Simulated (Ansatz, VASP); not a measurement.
**Two plane-wave programs on Al8N**

```
CELL_PARAMETERS angstrom
2.85432 0.00000 0.00000
-1.42716 2.47192 0.00000
0.00000 0.00000 33.47606
ATOMIC_POSITIONS crystal
Al 0.33333 0.66667 0.11949
Al 0.00000 0.00000 0.18956
Al 0.66667 0.33333 0.25964
Al 0.00000 0.00000 0.32971
Al 0.33333 0.66667 0.39922
Al 0.00000 0.00000 0.46965
Al 0.66667 0.33333 0.54010
Al 0.00000 0.00000 0.61166
N 0.44444 0.55556 0.68545
```

Alike in both runs: task single point; functional PBE; k mesh 9 × 9 × 1; occupations gaussian, width 0.1 eV; no spin polarisation.

|  | VASP | Ansatz |
| --- | --- | --- |
| version | VASP 6.6.1 | Ansatz 0.2.0 |
| potentials or method | VASP PAW PBE potentials, release 64 (Al, N), cutoff 520 eV | scalar-relativistic, plane waves, PAW |
| valence electrons in the cell | 29 | 29 |

```tsv
	VASP	Ansatz	Ansatz less VASP
gap on the k mesh at the Fermi level (eV)	none	none	-
rms of the force components (eV/Å)	0.533	0.533	+0.0007
```

Atom by atom the forces differ by 0.001 eV/Å (rms over components). A gap of «none» marks a metal or a gap that the smearing closes.
